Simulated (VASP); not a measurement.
# AlN: vibrations by perturbation theory with PBE

Crystal: AlN.

```
Al N
1.0
     3.11300    0.00000    0.00000
    -1.55650    2.69594    0.00000
     0.00000    0.00000    4.98100
Al N
2 2
Direct
  0.66667 0.33333 0.50000
  0.33333 0.66667 0.00000
  0.66667 0.33333 0.88000
  0.33333 0.66667 0.38000
```

```
Program                : VASP 6.6.1
Task                   : vibrations by perturbation theory
Functional             : PBE
Potentials or basis    : VASP PAW PBE potentials, release 64 (Al, N)
Cutoff                 : 520 eV
k mesh                 : 7 × 7 × 5
Occupations            : gaussian, width 0.01 eV
Spin                   : no spin polarisation
Dipole correction      : no
Further INCAR settings : ALGO = Normal; EDIFF = 1e-08; NBANDS = 16; IBRION = 8; NSW = 1
```

| Item | Value |
| --- | --- |
| Electronic dielectric tensor (diagonal) | 4.46, 4.46, 4.64 |
| Born charges (mean of the diagonal) | Al +2.57; N -2.57 e |
| Highest phonon frequency at Γ, LO-TO splitting left out | 730 cm⁻¹ |

Phonon frequencies in cm⁻¹ (negative: imaginary):
```
              q point                                frequencies
(0.000, 0.000, 0.000)  0 0 0 235 235 552 627 649 649 659 659 730
```

Electronic dielectric tensor:
```
4.46 0.00 0.00
0.00 4.46 0.00
0.00 0.00 4.64
```

Born effective charge tensors (e):
atom 1, Al
```
2.52 0.00 0.00
0.00 2.52 0.00
0.00 0.00 2.67
```
atom 2, Al
```
2.52 0.00 0.00
0.00 2.52 0.00
0.00 0.00 2.67
```
atom 3, N
```
-2.52  0.00  0.00
 0.00 -2.52  0.00
 0.00  0.00 -2.67
```
atom 4, N
```
-2.52  0.00  0.00
 0.00 -2.52  0.00
 0.00  0.00 -2.67
```

Wall time 10 min on 1 thread of Intel Xeon 8259CL, on a shared host, peak memory 0.33 GiB.

Caveat: the cell stands under pressure or tension, which shifts response properties.
